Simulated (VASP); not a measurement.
# La (Fm-3m) in VASP: further runs

La is run at these levels: PBE; tasks: single point.

All numbers are computed with VASP 6.6.1; they aren't measurements. Logs are shortened: lines on timing, memory, paths and dates and some standing lists are left out, and cuts for length are marked.

### 1 The cell of the first run

The structure is cubic, space group Fm-3m (No. 225). Conventional cell: a = 5.290 Å, b = 5.290 Å, c = 5.290 Å, α = 90.00°, β = 90.00°, γ = 90.00°. Within 4.9 Å of La (site symmetry m-3m) lie 12 La at 3.74 Å.

### 2 Single point, PBE

Contents of INCAR:

```
ALGO = Normal ; EDIFF = 1E-6
ENCUT = 520 ; GGA = PE
ISIF = 2 ; ISMEAR = -1
LASPH = T ; LCHARG = F
LREAL = F ; LWAVE = F
NBANDS = 12 ; NELM = 60
PREC = Accurate ; SIGMA = 0.15
```

Contents of KPOINTS:

```
k-points
0
Gamma
  4 4 4
```

Contents of POSCAR:

```
La
1.0
    0.0000000000      2.6448000000      2.6448000000
    2.6448000000      0.0000000000      2.6448000000
    2.6448000000      2.6448000000      0.0000000000
La
1
Direct
    0.0000000000      0.0000000000      0.0000000000
```

Potentials or basis: VASP PAW PBE potentials, release 64 (La).

Run with:

```
$ cat potpaw_PBE.64/La/POTCAR > POTCAR
$ mpirun -np 1 vasp_std > vasp.out
```

OUTCAR:

```text
EDIFF = 1E-6
   ENCUT = 520
   GGA = PE
   ISIF = 2
   ISMEAR = -1
   LASPH = T
   LREAL = F
   NELM = 60
   PREC = Accurate

 ion  position               nearest neighbor table
   1  0.000  0.000  0.000-

  LATTYP: Found a face centered cubic cell.
 ALAT       =     5.2896000000

  Lattice vectors:

 A1 = (   0.0000000000,   2.6448000000,   2.6448000000)
 A2 = (   2.6448000000,   0.0000000000,   2.6448000000)
 A3 = (   2.6448000000,   2.6448000000,   0.0000000000)

Analysis of symmetry for initial positions (statically):
=====================================================================
 Subroutine PRICEL returns:
 Original cell was already a primitive cell.

 Routine SETGRP: Setting up the symmetry group for a
 face centered cubic supercell.

 Subroutine GETGRP returns: Found 48 space group operations
 (whereof 48 operations were pure point group operations)
 out of a pool of 48 trial point group operations.

The static configuration has the point symmetry O_h .

Analysis of symmetry for dynamics (positions and initial velocities):
=====================================================================
 Subroutine PRICEL returns:
 Original cell was already a primitive cell.

 Routine SETGRP: Setting up the symmetry group for a
 face centered cubic supercell.

 Subroutine GETGRP returns: Found 48 space group operations
 (whereof 48 operations were pure point group operations)
 out of a pool of 48 trial point group operations.

The dynamic configuration has the point symmetry O_h .

 Subroutine INISYM returns: Found 48 space group operations
 (whereof 48 operations are pure point group operations),
 and found     1 'primitive' translations

----------------------------------------------------------------------------------------

                                     Primitive cell

  volume of cell :      37.0006

  direct lattice vectors                    reciprocal lattice vectors
     0.000000000  2.644800000  2.644800000    -0.189050212  0.189050212  0.189050212
     2.644800000  0.000000000  2.644800000     0.189050212 -0.189050212  0.189050212
     2.644800000  2.644800000  0.000000000     0.189050212  0.189050212 -0.189050212

  length of vectors
     3.740312030  3.740312030  3.740312030     0.327444572  0.327444572  0.327444572

  position of ions in fractional coordinates (direct lattice)
     0.000000000  0.000000000  0.000000000

  ion indices of the primitive-cell ions
   primitive index   ion index
                 1           1

----------------------------------------------------------------------------------------

 KPOINTS: k-points

Automatic generation of k-mesh.
 Grid dimensions read from file:
 generate k-points for:    4    4    4

 Generating k-lattice:

  Cartesian coordinates                     Fractional coordinates (reciprocal lattice)
    -0.047262553  0.047262553  0.047262553     0.250000000  0.000000000  0.000000000
     0.047262553 -0.047262553  0.047262553     0.000000000  0.250000000  0.000000000
     0.047262553  0.047262553 -0.047262553     0.000000000  0.000000000  0.250000000

  Length of vectors
     0.081861143  0.081861143  0.081861143

  Shift w.r.t. Gamma in fractional coordinates (k-lattice)
     0.000000000  0.000000000  0.000000000

 Subroutine IBZKPT returns following result:
 ===========================================

 Found      8 irreducible k-points:

 Following reciprocal coordinates:
            Coordinates               Weight
  0.000000  0.000000  0.000000      1.000000
  0.250000  0.000000  0.000000      8.000000
  0.500000  0.000000  0.000000      4.000000
  0.250000  0.250000  0.000000      6.000000
  0.500000  0.250000  0.000000     24.000000
 -0.250000  0.250000  0.000000     12.000000
  0.500000  0.500000  0.000000      3.000000
 -0.250000  0.500000  0.250000      6.000000
   k-points           NKPTS =      8   k-points in BZ     NKDIM =      8   number of bands    NBANDS=     12
   number of dos      NEDOS =    301   number of ions     NIONS =      1
   total plane-waves  NPLWV =  21952
   dimension x,y,z NGX =    28 NGY =   28 NGZ =   28
   dimension x,y,z NGXF=    56 NGYF=   56 NGZF=   56
   ions per type =               1
   NGX,Y,Z   is equivalent  to a cutoff of  12.45, 12.45, 12.45 a.u.
   NGXF,Y,Z  is equivalent  to a cutoff of  24.89, 24.89, 24.89 a.u.
 SYSTEM =  unknown system
   PREC   = accura    normal or accurate (medium, high low for compatibility)
   ISTART =      0    job   : 0-new  1-cont  2-samecut
   ICHARG =      2    charge: 1-file 2-atom 10-const
   ISPIN  =      1    spin polarized calculation?
   LNONCOLLINEAR =      F non collinear calculations
   LSORBIT =      F    spin-orbit coupling
   LASPH  =      T    aspherical Exc in radial PAW
   ENCUT  =  520.0 eV  38.22 Ry    6.18 a.u.   6.95  6.95  6.95*2*pi/ulx,y,z
   NELM   =     60;   NELMIN=  2; NELMDL= -5     # of ELM steps
   EDIFF  = 0.1E-05   stopping-criterion for ELM
   LREAL  =      F    real-space projection
   EDIFFG = 0.1E-04   stopping-criterion for IOM
   NSW    =      0    number of steps for IOM
   IBRION =     -1    ionic relax: 0-MD 1-quasi-New 2-CG
   NFREE  =      0    steps in history (QN), initial steepest desc. (CG)
   ISIF   =      2    stress and relaxation
   ISYM   =      2    0-nonsym 1-usesym 2-fastsym
   POTIM  = 0.5000    time-step for ionic-motion
   TEBEG  =    0.0;   TEEND  =   0.0 temperature during run
   PSTRESS=    0.0 pullay stress
   NELECT =      11.0000    total number of electrons
   NUPDOWN=      -1.0000    fix difference up-down
   EMIN   =  10.00;   EMAX   =-10.00  energy-range for DOS
   EFERMI =   0.00;   METHOD = LEGACY
   ISMEAR =    -1;   SIGMA  =   0.15  broadening in eV -4-tet -1-fermi 0-gaus
   EFERMI_NEDOS =   21; number of points for ismear=-14 and -15
   IALGO  =     38    algorithm
   IMIX   =      4    mixing-type and parameters
     AMIX     =   0.40;   BMIX     =  1.00
     AMIX_MAG =   1.60;   BMIX_MAG =  1.00
  volume/ion in A,a.u.               =      37.00       249.69
  Fermi-wavevector in a.u.,A,eV,Ry     =   1.092621  2.064754 16.242917  1.193821
  Thomas-Fermi vector in A             =   2.228890
   LORBIT       =      0    0 simple, 1 ext, 2 COOP (PROOUT), +10 PAW based schemes
   GGA     = PE    functional components
   LHFCALC =     F    Hartree Fock is set to
   AEXX    =    0.0000 exact exchange contribution
   IVDW    =     0    specifies the selected vdW correction
   LEPSILON=     F    determine dielectric tensor
   LRPA    =     F    only Hartree local field effects (RPA)
 non-spin polarized calculation
  energy-cutoff  :      520.00
  volume of cell :       37.00
 maximum number of plane-waves:      1008
   NGX = 13   NGY = 13   NGZ = 13

 number of electron      10.9999999 magnetization

 Free energy of the ion-electron system (eV)
  ---------------------------------------------------
  ext. energy  EPLUGINS =         0.00000000
  ---------------------------------------------------
  free energy    TOTEN  =        -4.84538718 eV

  energy without entropy =       -4.70246839  energy(sigma->0) =       -4.77392779

 E-fermi :   7.9260     XC(G=0):  -9.5752

 val. band max:        7.7191148237   @ k =   0.5000   0.2500   0.0000
 cond. band min:       8.1621179787   @ k =  -0.2500   0.2500   0.0000
 fundamental gap:      0.4430031549
 Fermi energy:         7.9259508573

 k-point     1 :       0.0000    0.0000    0.0000
  band No.  band energies     occupation
      1     -24.9411      2.00000
      2      -7.9335      2.00000
      3      -7.9335      2.00000
      4      -7.9335      2.00000
      5       4.7282      2.00000
      6       9.2346      0.00033
      7       9.3911      0.00011
      8       9.3911      0.00011
      9       9.3911      0.00011
     10       9.7461      0.00001
     11       9.7461      0.00001
     12       9.7461      0.00001

 k-point     2 :       0.2500    0.0000    0.0000
  band No.  band energies     occupation
      1     -24.8431      2.00000
      2      -8.6774      2.00000
      3      -8.0243      2.00000
      4      -8.0243      2.00000
      5       6.0241      1.99999
      6       8.4259      0.06892
      7       9.4246      0.00009
      8       9.4246      0.00009
      9       9.5069      0.00005
     10       9.7584      0.00001
     11       9.7584      0.00001
     12      10.2555      0.00000

 k-point     3 :       0.5000    0.0000    0.0000
  band No.  band energies     occupation
      1     -24.7418      2.00000
      2      -9.3334      2.00000
      3      -8.1124      2.00000
      4      -8.1124      2.00000
      5       6.1835      1.99998
      6       9.1881      0.00044
      7       9.1881      0.00044
      8       9.2606      0.00027
      9       9.7770      0.00001
     10       9.7770      0.00001
     11       9.7881      0.00001
     12      10.2281      0.00000

 k-point     4 :       0.2500    0.2500    0.0000
  band No.  band energies     occupation
      1     -24.8107      2.00000
      2      -8.6421      2.00000
      3      -8.1896      2.00000
      4      -8.1896      2.00000
      5       6.4428      1.99990
      6       7.4200      1.93372
      7       8.9973      0.00158
      8       9.7089      0.00001
      9       9.7089      0.00001
     10       9.9862      0.00000
     11       9.9864      0.00000
     12      10.0250      0.00000

 k-point     5 :       0.5000    0.2500    0.0000
  band No.  band energies     occupation
      1     -24.7096      2.00000
      2      -9.0990      2.00000
      3      -8.5003      2.00000
      4      -8.2756      2.00000
      5       6.8001      1.99890
      6       7.7191      1.59763
      7       8.8992      0.00304
      8       9.7061      0.00001
      9       9.8260      0.00001
     10       9.8322      0.00001
     11      10.0939      0.00000
     12      10.1731      0.00000

 k-point     6 :      -0.2500    0.2500    0.0000
  band No.  band energies     occupation
      1     -24.7430      2.00000
      2      -8.9574      2.00000
      3      -8.5364      2.00000
      4      -8.1147      2.00000
      5       7.5085      1.88353
      6       8.1621      0.34317
      7       8.2022      0.27368
      8       9.5843      0.00003
      9       9.6547      0.00002
     10       9.8112      0.00001
     11      10.0770      0.00000
     12      10.2516      0.00000

 k-point     7 :       0.5000    0.5000    0.0000
  band No.  band energies     occupation
      1     -24.6766      2.00000
      2      -9.2353      2.00000
      3      -8.4312      2.00000
      4      -8.4312      2.00000
      5       5.9231      2.00000
      6       6.5021      1.99985
      7       9.8375      0.00001
      8       9.8382      0.00001
      9       9.8382      0.00001
     10       9.8488      0.00001
     11      10.1496      0.00000
     12      10.1511      0.00000

 k-point     8 :      -0.2500    0.5000    0.2500
  band No.  band energies     occupation
      1     -24.6758      2.00000
      2      -8.8550      2.00000
      3      -8.8550      2.00000
      4      -8.4649      2.00000
      5       7.0891      1.99247
      6       8.3345      0.12317
      7       8.3345      0.12317
      8       9.2552      0.00028
      9       9.8821      0.00000
     10       9.8821      0.00000
     11      10.1837      0.00000
     12      10.2190      0.00000

------------------------ aborting loop because EDIFF is reached ----------------------------------------

  FORCE on cell =-STRESS in cart. coord.  units (eV):
  Direction    XX          YY          ZZ          XY          YZ          ZX
  --------------------------------------------------------------------------------------
  -------------------------------------------------------------------------------------
  Total        0.2002265      0.2002265      0.2002265      0.0000000     -0.0000000      0.0000000
  in kB        8.6700893      8.6700893      8.6700893      0.0000000     -0.0000000      0.0000000
  external PRESSURE =       8.6700893 kB  Pullay stress =       0.0000000 kB

 VOLUME and BASIS-vectors are now :
 -----------------------------------------------------------------------------
  energy-cutoff  :      520.00
  volume of cell :       37.00
      direct lattice vectors                 reciprocal lattice vectors
     0.000000000  2.644800000  2.644800000    -0.189050212  0.189050212  0.189050212
     2.644800000  0.000000000  2.644800000     0.189050212 -0.189050212  0.189050212
     2.644800000  2.644800000  0.000000000     0.189050212  0.189050212 -0.189050212

 POSITION                                       TOTAL-FORCE (eV/Angst)
 -----------------------------------------------------------------------------------
      0.00000      0.00000      0.00000        -0.000000      0.000000      0.000000
 -----------------------------------------------------------------------------------
    total drift:                                0.000000      0.000000      0.000000

  FREE ENERGIE OF THE ION-ELECTRON SYSTEM (eV)
  ---------------------------------------------------
  free  energy   TOTEN  =        -4.8453871826 eV

  energy  without entropy=       -4.7024683937  energy(sigma->0) =       -4.77392779
```

Wall time 24 s (1 thread of Intel Xeon 6975P-C, shared host); peak memory 0.16 GiB.

What came out:

```
Free energy : -4.8454 eV
Pressure    : 0.9 GPa
```

Caveat: the k points lie up to 0.51 Å⁻¹ apart; spin-orbit coupling is left out, which moves the levels of the heavy elements.

### 3 Single point, PBE

Contents of INCAR:

```
SYSTEM = La
PREC = Accurate
ENCUT = 520
EDIFF = 1E-6
ISMEAR = -1
SIGMA = 0.15
LREAL = .False.
LASPH = .True.
NELM = 80
ALGO = Normal
ISIF = 2
LWAVE = .False.
LCHARG = .False.
GGA = PE
NBANDS = 12
```

Contents of KPOINTS:

```
Automatic mesh
0
Gamma
  4 4 4
  0 0 0
```

POSCAR is that of step 2.

Potentials or basis: VASP PAW PBE potentials, release 64 (La).

Run with:

```
$ cat potpaw_PBE.64/La/POTCAR > POTCAR
$ mpirun -np 1 vasp_std > vasp.out
```

It took 24 s on 1 thread of Intel Xeon 6975P-C, shared host; peak memory 0.16 GiB.

The run converged. Its results:

| Item | Value |
| --- | --- |
| Free energy | -4.8454 eV |
| Pressure | 0.9 GPa |

Levels at points of the mesh, in eV from the Fermi level:
```csv
k point,band 1,band 2,band 3,band 4,band 5,band 6,band 7,band 8,band 9,band 10
"(0.00, 0.00, 0.00)",-32.87,-15.86,-15.86,-15.86,-3.20,1.31,1.47,1.47,1.47,1.82
"(0.50, 0.00, 0.00)",-32.67,-17.26,-16.04,-16.04,-1.74,1.26,1.26,1.33,1.85,1.85
"(0.50, 0.50, 0.00)",-32.60,-17.16,-16.36,-16.36,-2.00,-1.42,1.91,1.91,1.91,1.92
```

Caveat: the k points lie up to 0.51 Å⁻¹ apart; spin-orbit coupling is left out, which moves the levels of the heavy elements.

### 4 Single point, PBE, non-collinear spin, zero start, spin-orbit coupling

Contents of INCAR:

```
PREC = Accurate
ENCUT = 520
EDIFF = 1E-7
ISMEAR = -1
SIGMA = 0.15
LREAL = F
LASPH = T
NELM = 150
ALGO = Normal
ISIF = 2
LWAVE = F
LCHARG = F
MAGMOM = 0 0 0
LORBIT = 11
LSORBIT = T
GGA_COMPAT = F
LORBMOM = T
LMAXMIX = 6
GGA = PE
NBANDS = 22
```

Contents of KPOINTS:

```
regular mesh
0
Gamma
  4 4 4
```

POSCAR is that of step 3.

Run with:

```
$ cat potpaw_PBE.64/La/POTCAR > POTCAR
$ mpirun -np 1 vasp_ncl > vasp.out
```

It took 1.9 min on 1 thread of Intel Xeon 6975P-C, shared host; peak memory 0.25 GiB.

The run converged. Its results:

* Free energy: -5.1446 eV
* Pressure: 0.8 GPa
* Net moment: 0.00 μB per cell
* Valence electrons inside the program's atomic spheres: La 8.60

Moments on the atoms (μB; x, y, z):
```
La  0.00 0.00 0.00
```

Caveat: the k points lie up to 0.51 Å⁻¹ apart.

### 5 Single point, PBE, non-collinear spin, zero start, spin-orbit coupling

Contents of INCAR:

```
SYSTEM = La
PREC     = Accurate       ! precision mode
ENCUT    = 520            ! plane-wave cutoff, eV
EDIFF    = 1E-6           ! SCF threshold, eV
ISMEAR   = -1             ! smearing method
SIGMA    = 0.15           ! smearing width, eV
LREAL    = .FALSE.        ! projectors in reciprocal space
LASPH    = .TRUE.         ! aspherical terms in the spheres
NELM     = 150            ! most SCF steps
ALGO     = Normal         ! electronic algorithm
ISIF     = 2              ! what is computed and relaxed
LWAVE    = .FALSE.        ! write WAVECAR
LCHARG   = .FALSE.        ! write CHGCAR
LNONCOLLINEAR= .TRUE.         ! non-collinear magnetism
MAGMOM   = 0 0 0          ! initial moments
LORBIT   = 11             ! projections on sites
LSORBIT  = .TRUE.         ! spin-orbit coupling
GGA_COMPAT= .FALSE.      
LORBMOM  = .TRUE.       
LMAXMIX  = 6              ! l up to which the mixer works
GGA      = PE             ! functional
NBANDS   = 22             ! bands
```

Contents of KPOINTS:

```
regular mesh
0
G
  4 4 4
  0 0 0
```

POSCAR is that of step 4.

Run with:

```
$ cat potpaw_PBE.64/La/POTCAR > POTCAR
$ mpirun -np 1 vasp_ncl > vasp.out
```

Run time: 81 s. Hardware: 1 thread of Intel Xeon 6975P-C, shared host; peak memory 0.25 GiB.

It converged, with:

- Free energy: -5.1446 eV
- Pressure: 0.8 GPa
- Net moment: 0.00 μB per cell
- Valence electrons inside the program's atomic spheres: La 8.60

Moments on the atoms (μB; x, y, z):
```
La  0.00 0.00 0.00
```

Caveat: the k points lie up to 0.51 Å⁻¹ apart.
